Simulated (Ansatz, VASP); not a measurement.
## Two plane-wave programs on SiC

```xyz
4
Lattice="3.0920 0.0000 0.0000 -1.5460 2.6777 0.0000 0.0000 0.0000 5.0738" Properties=species:S:1:pos:R:3 pbc="T T T"
Si    0.3063    1.9620    0.1479
Si    1.8523    1.0694    2.6848
C     0.0000    1.7852    1.9302
C     1.5460    0.8926    4.4671
```

Change from the starting cell: all Si atoms moved -0.375 Å, as atom 1 towards its neighbour atom 4 (C) at 1.893 Å.

Alike in both runs: task single point; functional PBE; k mesh 12 × 12 × 6; occupations gaussian, width 0.05 eV; no spin polarisation.

|  | VASP | Ansatz |
| --- | --- | --- |
| version | VASP 6.6.1 | Ansatz 0.2.0 |
| potentials or method | VASP PAW PBE potentials, release 64 (Si, C), cutoff 520 eV | scalar-relativistic, plane waves, PAW |
| valence electrons in the cell | 16 | 16 |

```csv
,VASP,Ansatz,Ansatz less VASP
gap on the k mesh at the Fermi level (eV),0.51,0.51,+0.007
least direct gap on the mesh (eV),2.77,2.77,+0.007
pressure (GPa),12.9,13.0,+0.12
"traceless stress, the component that is largest in VASP (GPa)",-16.48,-16.50,-0.026
rms of the force components (eV/Å),3.532,3.532,0.0000
```

Atom by atom the forces differ by 0.003 eV/Å (rms over components).
